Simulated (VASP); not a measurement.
**Be: single point with PBEsol**

The system is Be.

```xyz
2
Lattice="0.0000 2.0360 2.0360 2.0360 0.0000 2.0360 2.0360 2.0360 0.0000" Properties=species:S:1:pos:R:3 pbc="T T T"
Be    4.0721    4.0721    4.0721
Be    1.0180    1.0180    1.0180
```

This isn't the form of Be at room conditions, which is hcp.

```json
{"Program": "VASP 6.6.1", "Task": "single point", "Functional": "PBEsol", "Potentials or basis": "VASP PAW PBE potentials, release 64 (Be)", "Cutoff": "600 eV", "k mesh": "8 × 8 × 8", "Occupations": "methfessel-paxton, width 0.05 eV", "Spin": "no spin polarisation", "Dipole correction": "no", "Further INCAR settings": "ALGO = Normal; EDIFF = 1e-06; NBANDS = 9"}
```

```
Pressure               : 60.4 GPa
Band gap on the k mesh : zero (bands 2 and 3 overlap by 8.84 eV)
```

Levels at points of the mesh, in eV from the Fermi level:
```
           k point  band 1  band 2  band 3  band 4  band 5
(0.00, 0.00, 0.00)  -10.07    6.82    6.82    6.82    9.88
(0.50, 0.00, 0.00)   -5.99   -4.10    4.13    4.13   11.10
(0.50, 0.50, 0.00)   -3.34   -3.34    0.41    0.41    8.76
```

It took 1.9 s on 1 thread of Intel(R) Xeon(R) 6975P-C (Granite Rapids), with other jobs on the host, peak memory 0.13 GiB.

Caveat: the cell stands under pressure; the PAW data sets were made with another functional, which shifts forces and pressure a little.
